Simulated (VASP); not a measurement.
# Pb (I4/mmm) in VASP: single point with PBE

Aim: the single point of Pb with PBE.

Program: VASP 6.6.1. These are calculated values, not measurements. Logs are shortened: lines on timing, memory, paths and dates and some standing lists are left out, and cuts for length are marked.

## (1) The cell of the first run

It takes space group I4/mmm (No. 139, tetragonal). Conventional cell: a = 3.541 Å, b = 3.541 Å, c = 4.807 Å, α = 90.00°, β = 90.00°, γ = 90.00°. Within 4.6 Å of Pb (site symmetry 4/mmm) lie 12 Pb at 3.47 to 3.54 Å.

## (2) Single point, PBE

File INCAR:

```
SYSTEM = Pb
PREC = Accurate ; ENCUT = 520
EDIFF = 1E-6 ; ISMEAR = 0
SIGMA = 0.15 ; LREAL = .False.
LASPH = .True. ; NELM = 60
ALGO = Fast ; ISIF = 2
LWAVE = .False. ; LCHARG = .False.
GGA = PE ; NBANDS = 13
```

File KPOINTS:

```
regular mesh
0
Gamma
  18 18 18
  0 0 0
```

File POSCAR:

```
Pb
1.0
    0.0000000000      2.5036370814      2.4034915982
    2.5036370814      0.0000000000      2.4034915982
    2.5036370814      2.5036370814      0.0000000000
Pb
1
Direct
    0.0000000000      0.0000000000      0.0000000000
```

Potentials or basis: VASP PAW PBE potentials, release 64 (Pb_d).

On the command line:

```
$ cat potpaw_PBE.64/Pb_d/POTCAR > POTCAR
$ mpirun -np 1 vasp_std > vasp.out
```

OUTCAR:

```text
SYSTEM = Pb
   PREC = Accurate
   ENCUT = 520
   EDIFF = 1E-6
   ISMEAR = 0
   LREAL = .False.
   LASPH = .True.
   NELM = 60
   ISIF = 2
   GGA = PE

 ion  position               nearest neighbor table
   1  0.000  0.000  0.000-

  LATTYP: Found a body centered tetragonal cell.
 ALAT       =     3.5406775158
 C/A-ratio  =     1.3576450199

  Lattice vectors:

 A1 = (   0.0000000000,  -2.5036370814,  -2.4034915982)
 A2 = (   0.0000000000,   2.5036370814,  -2.4034915982)
 A3 = (   2.5036370814,   0.0000000000,   2.4034915982)

Analysis of symmetry for initial positions (statically):
=====================================================================
 Subroutine PRICEL returns:
 Original cell was already a primitive cell.

 Routine SETGRP: Setting up the symmetry group for a
 body centered tetragonal supercell.

 Subroutine GETGRP returns: Found 16 space group operations
 (whereof 16 operations were pure point group operations)
 out of a pool of 16 trial point group operations.

The static configuration has the point symmetry D_4h.

Analysis of symmetry for dynamics (positions and initial velocities):
=====================================================================
 Subroutine PRICEL returns:
 Original cell was already a primitive cell.

 Routine SETGRP: Setting up the symmetry group for a
 body centered tetragonal supercell.

 Subroutine GETGRP returns: Found 16 space group operations
 (whereof 16 operations were pure point group operations)
 out of a pool of 16 trial point group operations.

The dynamic configuration has the point symmetry D_4h.

 Subroutine INISYM returns: Found 16 space group operations
 (whereof 16 operations are pure point group operations),
 and found     1 'primitive' translations

----------------------------------------------------------------------------------------

                                     Primitive cell

  volume of cell :      30.1311

  direct lattice vectors                    reciprocal lattice vectors
     0.000000000  2.503637081  2.403491598    -0.199709456  0.199709456  0.208030684
     2.503637081  0.000000000  2.403491598     0.199709456 -0.199709456  0.208030684
     2.503637081  2.503637081  0.000000000     0.199709456  0.199709456 -0.208030684

  length of vectors
     3.470586478  3.470586478  3.540677516     0.350776993  0.350776993  0.350776993

  position of ions in fractional coordinates (direct lattice)
     0.000000000  0.000000000  0.000000000

  ion indices of the primitive-cell ions
   primitive index   ion index
                 1           1

----------------------------------------------------------------------------------------

 KPOINTS: regular mesh

Automatic generation of k-mesh.
 Grid dimensions read from file:
 generate k-points for:   18   18   18

 Generating k-lattice:

  Cartesian coordinates                     Fractional coordinates (reciprocal lattice)
    -0.011094970  0.011094970  0.011557260     0.055555556  0.000000000  0.000000000
     0.011094970 -0.011094970  0.011557260     0.000000000  0.055555556  0.000000000
     0.011094970  0.011094970 -0.011557260    -0.000000000 -0.000000000  0.055555556

  Length of vectors
     0.019487611  0.019487611  0.019487611

  Shift w.r.t. Gamma in fractional coordinates (k-lattice)
     0.000000000  0.000000000  0.000000000

 Subroutine IBZKPT returns following result:
 ===========================================

 Found    480 irreducible k-points:

 Following reciprocal coordinates:
            Coordinates               Weight
  0.000000  0.000000  0.000000      1.000000
  0.055556  0.000000  0.000000      8.000000
  0.111111  0.000000  0.000000      8.000000
  0.166667  0.000000  0.000000      8.000000
  0.222222  0.000000  0.000000      8.000000
  0.277778  0.000000  0.000000      8.000000
[... 16 lines left out ...]
 -0.277778  0.055556  0.000000      8.000000
 -0.222222  0.055556  0.000000      8.000000
 [... further k-points ...]
   k-points           NKPTS =    480   k-points in BZ     NKDIM =    480   number of bands    NBANDS=     13
   number of dos      NEDOS =    301   number of ions     NIONS =      1
   total plane-waves  NPLWV =  21952
   dimension x,y,z NGX =    28 NGY =   28 NGZ =   28
   dimension x,y,z NGXF=    56 NGYF=   56 NGZF=   56
   ions per type =               1
   NGX,Y,Z   is equivalent  to a cutoff of  13.41, 13.41, 13.15 a.u.
   NGXF,Y,Z  is equivalent  to a cutoff of  26.82, 26.82, 26.29 a.u.
 SYSTEM =  Pb
   PREC   = accura    normal or accurate (medium, high low for compatibility)
   ISTART =      0    job   : 0-new  1-cont  2-samecut
   ICHARG =      2    charge: 1-file 2-atom 10-const
   ISPIN  =      1    spin polarized calculation?
   LNONCOLLINEAR =      F non collinear calculations
   LSORBIT =      F    spin-orbit coupling
   LASPH  =      T    aspherical Exc in radial PAW
   ENCUT  =  520.0 eV  38.22 Ry    6.18 a.u.   6.45  6.45  6.58*2*pi/ulx,y,z
   NELM   =     60;   NELMIN=  2; NELMDL= -5     # of ELM steps
   EDIFF  = 0.1E-05   stopping-criterion for ELM
   LREAL  =      F    real-space projection
   EDIFFG = 0.1E-04   stopping-criterion for IOM
   NSW    =      0    number of steps for IOM
   IBRION =     -1    ionic relax: 0-MD 1-quasi-New 2-CG
   NFREE  =      0    steps in history (QN), initial steepest desc. (CG)
   ISIF   =      2    stress and relaxation
   ISYM   =      2    0-nonsym 1-usesym 2-fastsym
   POTIM  = 0.5000    time-step for ionic-motion
   TEBEG  =    0.0;   TEEND  =   0.0 temperature during run
   PSTRESS=    0.0 pullay stress
   NELECT =      14.0000    total number of electrons
   NUPDOWN=      -1.0000    fix difference up-down
   EMIN   =  10.00;   EMAX   =-10.00  energy-range for DOS
   EFERMI =   0.00;   METHOD = LEGACY
   ISMEAR =     0;   SIGMA  =   0.15  broadening in eV -4-tet -1-fermi 0-gaus
   EFERMI_NEDOS =   21; number of points for ismear=-14 and -15
   IALGO  =     68    algorithm
   IMIX   =      4    mixing-type and parameters
     AMIX     =   0.40;   BMIX     =  1.00
     AMIX_MAG =   1.60;   BMIX_MAG =  1.00
  volume/ion in A,a.u.               =      30.13       203.33
  Fermi-wavevector in a.u.,A,eV,Ry     =   1.267980  2.396135 21.875082  1.607773
  Thomas-Fermi vector in A             =   2.401099
   LORBIT       =      0    0 simple, 1 ext, 2 COOP (PROOUT), +10 PAW based schemes
   GGA     = PE    functional components
   LHFCALC =     F    Hartree Fock is set to
   AEXX    =    0.0000 exact exchange contribution
   IVDW    =     0    specifies the selected vdW correction
   LEPSILON=     F    determine dielectric tensor
   LRPA    =     F    only Hartree local field effects (RPA)
 non-spin polarized calculation
 RMM-DIIS sequential band-by-band and
 Gauss-broadening in eV      SIGMA  =   0.15
  energy-cutoff  :      520.00
  volume of cell :       30.13
 maximum number of plane-waves:       834
 NGX is ok and might be reduce to    28
   NGX = 13   NGY = 13   NGZ = 13

 number of electron      13.9999997 magnetization

 Free energy of the ion-electron system (eV)
  ---------------------------------------------------
  ext. energy  EPLUGINS =         0.00000000
  ---------------------------------------------------
  free energy    TOTEN  =        -3.54893750 eV

  energy without entropy =       -3.54188628  energy(sigma->0) =       -3.54541189

 E-fermi :   7.3922     XC(G=0): -10.2150

 val. band max:        7.3913202921   @ k =  -0.1667   0.4444   0.3889
 cond. band min:       7.4060046640   @ k =   0.3333   0.0556   0.1111
 fundamental gap:      0.0146843720
 Fermi energy:         7.3922004448

 k-point     1 :       0.0000    0.0000    0.0000
  band No.  band energies     occupation
      1      -9.7413      2.00000
      2      -9.7413      2.00000
      3      -9.6916      2.00000
      4      -9.6052      2.00000
      5      -9.5615      2.00000
      6      -4.4446      2.00000
      7      14.7685      0.00000
      8      14.8540      0.00000
      9      14.8540      0.00000
     10      17.1383      0.00000
     11      18.7838      0.00000
     12      19.8789      0.00000
     13      19.9317      0.00000

 k-point     2 :       0.0556    0.0000    0.0000
  band No.  band energies     occupation
      1      -9.7393      2.00000
      2      -9.7365      2.00000
      3      -9.6892      2.00000
      4      -9.6050      2.00000
      5      -9.5625      2.00000
      6      -4.3848      2.00000
      7      14.0375      0.00000
      8      14.7381      0.00000
      9      14.7600      0.00000
     10      16.9785      0.00000
     11      19.1503      0.00000
     12      20.0243      0.00000
     13      20.0456      0.00000

 k-point     3 :       0.1111    0.0000    0.0000
  band No.  band energies     occupation
      1      -9.7352      2.00000
      2      -9.7243      2.00000
      3      -9.6823      2.00000
      4      -9.6024      2.00000
      5      -9.5642      2.00000
      6      -4.2050      2.00000
      7      12.4417      0.00000
      8      14.5081      0.00000
      9      14.5671      0.00000
     10      16.7545      0.00000
     11      19.7356      0.00000
     12      20.3844      0.00000
     13      20.3900      0.00000
[... 305 lines left out ...]
 k-point    23 :      -0.2778    0.0556    0.0000
  band No.  band energies     occupation
      1      -9.7380      2.00000
      2      -9.7066      2.00000
      3      -9.6710      2.00000
      4      -9.5407      2.00000
      5      -9.5079      2.00000
      6      -2.7300      2.00000
      7       6.9007      2.00000
      8      12.7544      0.00000
      9      13.6615      0.00000
     10      16.6053      0.00000
     11      17.5855      0.00000
     12      18.7424      0.00000
     13      21.4628      0.00000

 k-point    24 :      -0.2222    0.0556    0.0000
  band No.  band energies     occupation
      1      -9.7367      2.00000
      2      -9.7012      2.00000
      3      -9.6636      2.00000
      4      -9.5775      2.00000
      5      -9.5300      2.00000
      6      -3.2882      2.00000
      7       8.4906      0.00000
      8      12.9455      0.00000
      9      14.1063      0.00000
     10      16.7204      0.00000
     11      18.1097      0.00000
     12      19.0620      0.00000
     13      21.3041      0.00000

 [... further k-points ...]

------------------------ aborting loop because EDIFF is reached ----------------------------------------

  FORCE on cell =-STRESS in cart. coord.  units (eV):
  Direction    XX          YY          ZZ          XY          YZ          ZX
  --------------------------------------------------------------------------------------
  -------------------------------------------------------------------------------------
  Total        0.4966235      0.4966235      0.5470484      0.0000000      0.0000000      0.0000000
  in kB       26.4072061     26.4072061     29.0884756      0.0000000      0.0000000      0.0000000
  external PRESSURE =      27.3009626 kB  Pullay stress =       0.0000000 kB

 VOLUME and BASIS-vectors are now :
 -----------------------------------------------------------------------------
  energy-cutoff  :      520.00
  volume of cell :       30.13
      direct lattice vectors                 reciprocal lattice vectors
     0.000000000  2.503637081  2.403491598    -0.199709456  0.199709456  0.208030684
     2.503637081  0.000000000  2.403491598     0.199709456 -0.199709456  0.208030684
     2.503637081  2.503637081  0.000000000     0.199709456  0.199709456 -0.208030684

 POSITION                                       TOTAL-FORCE (eV/Angst)
 -----------------------------------------------------------------------------------
      0.00000      0.00000      0.00000         0.000000      0.000000      0.000000
 -----------------------------------------------------------------------------------
    total drift:                               -0.000000     -0.000000     -0.000000

  FREE ENERGIE OF THE ION-ELECTRON SYSTEM (eV)
  ---------------------------------------------------
  free  energy   TOTEN  =        -3.5489374973 eV

  energy  without entropy=       -3.5418862765  energy(sigma->0) =       -3.54541189
```

Wall time 89 s (1 thread of Intel Xeon 6975P-C (Granite Rapids), shared host); peak memory 0.29 GiB.

What came out:

```yaml
Free_energy: -3.5489 eV
Pressure: 2.7 GPa
Band_gap_on_the_k_mesh: zero (bands 7 and 8 overlap by 9.06 eV)
```

Levels at points of the mesh, in eV from the Fermi level:
```csv
k point,band 5,band 6,band 7,band 8,band 9,band 10
"(0.00, 0.00, 0.00)",-16.95,-11.84,7.38,7.46,7.46,9.75
"(0.50, 0.00, 0.00)",-16.83,-8.17,-4.27,5.25,5.86,9.28
"(0.50, 0.50, 0.00)",-16.80,-6.45,-3.10,1.69,1.69,5.07
"(0.50, 0.00, 0.50)",-16.79,-6.90,-3.44,2.07,2.33,5.52
```

Caveat: spin-orbit coupling is left out, which moves the levels of the heavy elements.
